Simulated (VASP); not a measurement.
# Au (P6_3/mmc) in VASP: notebook

The runs below take Au through single point, with revPBE.

Everything below comes from runs of VASP 6.6.1. Logs are shortened: lines on timing, memory, paths and dates and some standing lists are left out, and cuts for length are marked.

## 1. The cell of the first run

It takes space group P6_3/mmc (No. 194, hexagonal). Conventional cell: a = 2.813 Å, b = 2.813 Å, c = 4.718 Å, α = 90.00°, β = 90.00°, γ = 120.00°. Au (site symmetry -6m2) has 12 Au at 2.81 to 2.86 Å within 3.7 Å.

## 2. Single point, revPBE (volume scaled by 0.88)

Contents of INCAR:

```
ALGO     = Normal         # electronic algorithm
EDIFF    = 1E-6           # SCF threshold, eV
ENCUT    = 520            # plane-wave cutoff, eV
GGA      = RE             # functional
ISIF     = 2              # what is computed and relaxed
ISMEAR   = -1             # smearing method
LASPH    = True           # aspherical terms in the spheres
LCHARG   = False          # write CHGCAR
LREAL    = False          # projectors in reciprocal space
LWAVE    = False          # write WAVECAR
NBANDS   = 18             # bands
NELM     = 80             # most SCF steps
PREC     = Accurate       # precision mode
SIGMA    = 0.1            # smearing width, eV
```

Contents of KPOINTS:

```
k-points
0
Gamma
  14 14 7
```

Contents of POSCAR:

```
Au
1.0
    2.8125673364      0.0000000000      0.0000000000
   -1.4062836682      2.4357547632      0.0000000000
    0.0000000000      0.0000000000      4.7175325902
Au
2
Direct
    0.3333333333      0.6666666667      0.2500000000
    0.6666666667      0.3333333333      0.7500000000
```

Potentials or basis: VASP PAW PBE potentials, release 64 (Au).

Launch:

```sh
> cat potpaw_PBE.64/Au/POTCAR > POTCAR
> mpirun -np 1 vasp_std > vasp.out
```

OUTCAR:

```text
EDIFF = 1E-6
   ENCUT = 520
   GGA = RE
   ISIF = 2
   ISMEAR = -1
   LASPH = True
   LREAL = False
   NELM = 80
   PREC = Accurate

 ion  position               nearest neighbor table
   1  0.333  0.667  0.250-   2 2.86   2 2.86   2 2.86   2 2.86   2 2.86   2 2.86
   2  0.667  0.333  0.750-   1 2.86   1 2.86   1 2.86   1 2.86   1 2.86   1 2.86

  LATTYP: Found a hexagonal cell.
 ALAT       =     2.8125673364
 C/A-ratio  =     1.6773047632

  Lattice vectors:

 A1 = (   2.8125673364,   0.0000000000,   0.0000000000)
 A2 = (  -1.4062836682,   2.4357547632,   0.0000000000)
 A3 = (   0.0000000000,   0.0000000000,   4.7175325902)

Analysis of symmetry for initial positions (statically):
=====================================================================
 Subroutine PRICEL returns:
 Original cell was already a primitive cell.

 Routine SETGRP: Setting up the symmetry group for a
 hexagonal supercell.

 Subroutine GETGRP returns: Found 24 space group operations
 (whereof 12 operations were pure point group operations)
 out of a pool of 24 trial point group operations.

The static configuration has the point symmetry D_3d.
 The point group associated with its full space group is D_6h.

Analysis of symmetry for dynamics (positions and initial velocities):
=====================================================================
 Subroutine PRICEL returns:
 Original cell was already a primitive cell.

 Routine SETGRP: Setting up the symmetry group for a
 hexagonal supercell.

 Subroutine GETGRP returns: Found 24 space group operations
 (whereof 12 operations were pure point group operations)
 out of a pool of 24 trial point group operations.

The dynamic configuration has the point symmetry D_3d.
 The point group associated with its full space group is D_6h.

 Subroutine INISYM returns: Found 24 space group operations
 (whereof 12 operations are pure point group operations),
 and found     1 'primitive' translations

----------------------------------------------------------------------------------------

                                     Primitive cell

  volume of cell :      32.3185

  direct lattice vectors                    reciprocal lattice vectors
     2.812567336  0.000000000  0.000000000     0.355547043  0.205275181  0.000000000
    -1.406283668  2.435754763  0.000000000     0.000000000  0.410550362  0.000000000
     0.000000000  0.000000000  4.717532590     0.000000000  0.000000000  0.211975218

  length of vectors
     2.812567336  2.812567336  4.717532590     0.410550362  0.410550362  0.211975218

  position of ions in fractional coordinates (direct lattice)
     0.333333333  0.666666667  0.250000000
     0.666666667  0.333333333  0.750000000

  ion indices of the primitive-cell ions
   primitive index   ion index
                 1           1
                 2           2

----------------------------------------------------------------------------------------

 KPOINTS: k-points

Automatic generation of k-mesh.
 Grid dimensions read from file:
 generate k-points for:   14   14    7

 Generating k-lattice:

  Cartesian coordinates                     Fractional coordinates (reciprocal lattice)
     0.025396217  0.014662513  0.000000000     0.071428571  0.000000000  0.000000000
     0.000000000  0.029325026  0.000000000     0.000000000  0.071428571  0.000000000
     0.000000000  0.000000000  0.030282174     0.000000000  0.000000000  0.142857143

  Length of vectors
     0.029325026  0.029325026  0.030282174

  Shift w.r.t. Gamma in fractional coordinates (k-lattice)
     0.000000000  0.000000000  0.000000000

 Subroutine IBZKPT returns following result:
 ===========================================

 Found     96 irreducible k-points:

 Following reciprocal coordinates:
            Coordinates               Weight
  0.000000  0.000000  0.000000      1.000000
  0.071429  0.000000  0.000000      6.000000
  0.142857  0.000000  0.000000      6.000000
  0.214286  0.000000  0.000000      6.000000
  0.285714  0.000000  0.000000      6.000000
  0.357143 -0.000000  0.000000      6.000000
[... 16 lines left out ...]
  0.285714  0.285714  0.000000      6.000000
  0.357143  0.285714  0.000000      6.000000
 [... further k-points ...]
   k-points           NKPTS =     96   k-points in BZ     NKDIM =     96   number of bands    NBANDS=     18
   number of dos      NEDOS =    301   number of ions     NIONS =      2
   total plane-waves  NPLWV =  20736
   dimension x,y,z NGX =    24 NGY =   24 NGZ =   36
   dimension x,y,z NGXF=    48 NGYF=   48 NGZF=   72
   ions per type =               2
   NGX,Y,Z   is equivalent  to a cutoff of  14.19, 14.19, 12.69 a.u.
   NGXF,Y,Z  is equivalent  to a cutoff of  28.37, 28.37, 25.37 a.u.
 SYSTEM =  unknown system
   PREC   = accura    normal or accurate (medium, high low for compatibility)
   ISTART =      0    job   : 0-new  1-cont  2-samecut
   ICHARG =      2    charge: 1-file 2-atom 10-const
   ISPIN  =      1    spin polarized calculation?
   LNONCOLLINEAR =      F non collinear calculations
   LSORBIT =      F    spin-orbit coupling
   LASPH  =      T    aspherical Exc in radial PAW
   ENCUT  =  520.0 eV  38.22 Ry    6.18 a.u.   5.23  5.23  8.77*2*pi/ulx,y,z
   NELM   =     80;   NELMIN=  2; NELMDL= -5     # of ELM steps
   EDIFF  = 0.1E-05   stopping-criterion for ELM
   LREAL  =      F    real-space projection
   EDIFFG = 0.1E-04   stopping-criterion for IOM
   NSW    =      0    number of steps for IOM
   IBRION =     -1    ionic relax: 0-MD 1-quasi-New 2-CG
   NFREE  =      0    steps in history (QN), initial steepest desc. (CG)
   ISIF   =      2    stress and relaxation
   ISYM   =      2    0-nonsym 1-usesym 2-fastsym
   POTIM  = 0.5000    time-step for ionic-motion
   TEBEG  =    0.0;   TEEND  =   0.0 temperature during run
   PSTRESS=    0.0 pullay stress
   NELECT =      22.0000    total number of electrons
   NUPDOWN=      -1.0000    fix difference up-down
   EMIN   =  10.00;   EMAX   =-10.00  energy-range for DOS
   EFERMI =   0.00;   METHOD = LEGACY
   ISMEAR =    -1;   SIGMA  =   0.10  broadening in eV -4-tet -1-fermi 0-gaus
   EFERMI_NEDOS =   21; number of points for ismear=-14 and -15
   IALGO  =     38    algorithm
   IMIX   =      4    mixing-type and parameters
     AMIX     =   0.40;   BMIX     =  1.00
     AMIX_MAG =   1.60;   BMIX_MAG =  1.00
  volume/ion in A,a.u.               =      16.16       109.05
  Fermi-wavevector in a.u.,A,eV,Ry     =   1.440120  2.721432 28.217731  2.073945
  Thomas-Fermi vector in A             =   2.558899
   LORBIT       =      0    0 simple, 1 ext, 2 COOP (PROOUT), +10 PAW based schemes
   GGA     = RE    functional components
   LHFCALC =     F    Hartree Fock is set to
   AEXX    =    0.0000 exact exchange contribution
   IVDW    =     0    specifies the selected vdW correction
   LEPSILON=     F    determine dielectric tensor
   LRPA    =     F    only Hartree local field effects (RPA)
 non-spin polarized calculation
  energy-cutoff  :      520.00
  volume of cell :       32.32
 maximum number of plane-waves:       882
 NGX is ok and might be reduce to    24
   NGX = 11   NGY = 11   NGZ = 17

 number of electron      22.0000001 magnetization

 Free energy of the ion-electron system (eV)
  ---------------------------------------------------
  ext. energy  EPLUGINS =         0.00000000
  ---------------------------------------------------
  free energy    TOTEN  =        -5.18252979 eV

  energy without entropy =       -5.15347257  energy(sigma->0) =       -5.16800118

 E-fermi :  10.4723     XC(G=0): -12.9825

 val. band max:       10.4713051894   @ k =   0.2857   0.0000   0.2857
 cond. band min:      10.4839941700   @ k =   0.2857   0.1429   0.4286
 fundamental gap:      0.0126889805
 Fermi energy:        10.4723110519

 k-point     1 :       0.0000    0.0000    0.0000
  band No.  band energies     occupation
      1       0.0500      2.00000
      2       2.5613      2.00000
      3       5.2744      2.00000
      4       5.5687      2.00000
      5       5.5687      2.00000
      6       5.9148      2.00000
[... 10 lines left out ...]
     17      29.5468      0.00000
     18      29.5468      0.00000

 k-point     2 :       0.0714    0.0000    0.0000
  band No.  band energies     occupation
      1       0.2203      2.00000
      2       2.7036      2.00000
      3       5.2050      2.00000
      4       5.6230      2.00000
      5       5.6866      2.00000
      6       5.8516      2.00000
[... 10 lines left out ...]
     17      28.6620      0.00000
     18      28.7171      0.00000

 k-point     3 :       0.1429    0.0000    0.0000
  band No.  band energies     occupation
      1       0.7112      2.00000
      2       3.0806      2.00000
      3       5.0196      2.00000
      4       5.6189      2.00000
      5       5.9067      2.00000
      6       5.9888      2.00000
[... 10 lines left out ...]
     17      27.0307      0.00000
     18      28.4786      0.00000

 k-point     4 :       0.2143    0.0000    0.0000
  band No.  band energies     occupation
      1       1.4494      2.00000
      2       3.4773      2.00000
      3       4.9253      2.00000
      4       5.2203      2.00000
      5       5.4330      2.00000
      6       6.1737      2.00000
[... 375 lines left out ...]
      4       5.3274      2.00000
      5       5.3717      2.00000
      6       5.6518      2.00000
[... 10 lines left out ...]
     17      22.9530      0.00000
     18      24.2468      0.00000

 k-point    23 :       0.2857    0.2857    0.0000
  band No.  band energies     occupation
      1       3.8240      2.00000
      2       4.1477      2.00000
      3       4.4246      2.00000
      4       4.9256      2.00000
      5       5.2682      2.00000
      6       5.6435      2.00000
[... 10 lines left out ...]
     17      22.7306      0.00000
     18      23.1887      0.00000

 k-point    24 :       0.3571    0.2857    0.0000
  band No.  band energies     occupation
      1       3.7964      2.00000
      2       4.3195      2.00000
      3       4.3613      2.00000
      4       5.0571      2.00000
      5       5.3388      2.00000
      6       5.4844      2.00000
[... 10 lines left out ...]
     17      22.0579      0.00000
     18      22.2284      0.00000

 [... further k-points ...]
[... 5 lines left out ...]
  --------------------------------------------------------------------------------------
  -------------------------------------------------------------------------------------
  Total        4.7665752      4.7665752      4.5201135      0.0000000      0.0000000      0.0000000
  in kB      236.3010402    236.3010402    224.0828024      0.0000000      0.0000000      0.0000000
  external PRESSURE =     232.2282943 kB  Pullay stress =       0.0000000 kB

 VOLUME and BASIS-vectors are now :
 -----------------------------------------------------------------------------
  energy-cutoff  :      520.00
  volume of cell :       32.32
      direct lattice vectors                 reciprocal lattice vectors
     2.812567336  0.000000000  0.000000000     0.355547043  0.205275181  0.000000000
    -1.406283668  2.435754763  0.000000000     0.000000000  0.410550362  0.000000000
     0.000000000  0.000000000  4.717532590     0.000000000  0.000000000  0.211975218

 POSITION                                       TOTAL-FORCE (eV/Angst)
 -----------------------------------------------------------------------------------
     -0.00000      1.62384      1.17938         0.000000     -0.000000      0.000000
      1.40628      0.81192      3.53815        -0.000000      0.000000      0.000000
 -----------------------------------------------------------------------------------
    total drift:                               -0.000000      0.000000     -0.000000

  FREE ENERGIE OF THE ION-ELECTRON SYSTEM (eV)
  ---------------------------------------------------
  free  energy   TOTEN  =        -5.1825297920 eV

  energy  without entropy=       -5.1534725717  energy(sigma->0) =       -5.16800118
```

Run time: 14 s. Hardware: 1 thread of Intel Xeon 6975P-C (Granite Rapids), shared host; peak memory 0.18 GiB.

Results:

```
Free energy            : -5.1825 eV
Pressure               : 23.2 GPa
Band gap on the k mesh : zero (band 11 reaches 14.08 eV, above the bottom of band 12 at 7.82 eV)
```

Caveat: the PAW data sets were made with another functional, which shifts forces and pressure a little; spin-orbit coupling is left out, which moves the levels of the heavy elements.

## 3. Single point, revPBE (volume scaled by 0.96)

Contents of INCAR:

```
PREC = Accurate
ENCUT = 520
EDIFF = 1E-6
ISMEAR = -1
SIGMA = 0.1
LREAL = False
LASPH = True
NELM = 100
ALGO = Normal
ISIF = 2
LWAVE = False
LCHARG = False
GGA = RE
NBANDS = 18
```

Contents of KPOINTS:

```
regular mesh
0
Gamma
  14 14 7
```

Contents of POSCAR:

```
Au
1.0
    2.8953369697      0.0000000000      0.0000000000
   -1.4476684848      2.5074353683      0.0000000000
    0.0000000000      0.0000000000      4.8563624905
Au
2
Direct
    0.3333333333      0.6666666667      0.2500000000
    0.6666666667      0.3333333333      0.7500000000
```

Potentials or basis: VASP PAW PBE potentials, release 64 (Au).

Launch:

```sh
> cat potpaw_PBE.64/Au/POTCAR > POTCAR
> mpirun -np 1 vasp_std > vasp.out
```

It took 14 s on 1 thread of Intel Xeon 6975P-C (Granite Rapids), shared host; peak memory 0.19 GiB.

The run converged. Its results:

| Property | Result |
| --- | --- |
| Free energy | -5.4366 eV |
| Pressure | 5.8 GPa |
| Band gap on the k mesh | zero (band 11 reaches 12.32 eV, above the bottom of band 12 at 6.51 eV) |

Stress tensor (GPa, compression positive):
```
5.98 0.00 0.00
0.00 5.98 0.00
0.00 0.00 5.41
```

Levels at points of the mesh, in eV from the Fermi level:
| k point | band 9 | band 10 | band 11 | band 12 | band 13 | band 14 |
| --- | --- | --- | --- | --- | --- | --- |
| (0.00, 0.00, 0.00) | -3.48 | -2.19 | -2.19 | -0.96 | 2.54 | 14.58 |
| (0.50, 0.00, 0.00) | -1.89 | -1.72 | 0.36 | 1.50 | 5.70 | 7.16 |

Caveat: the PAW data sets were made with another functional, which shifts forces and pressure a little; spin-orbit coupling is left out, which moves the levels of the heavy elements.

(Continued in part 2 of 2.)
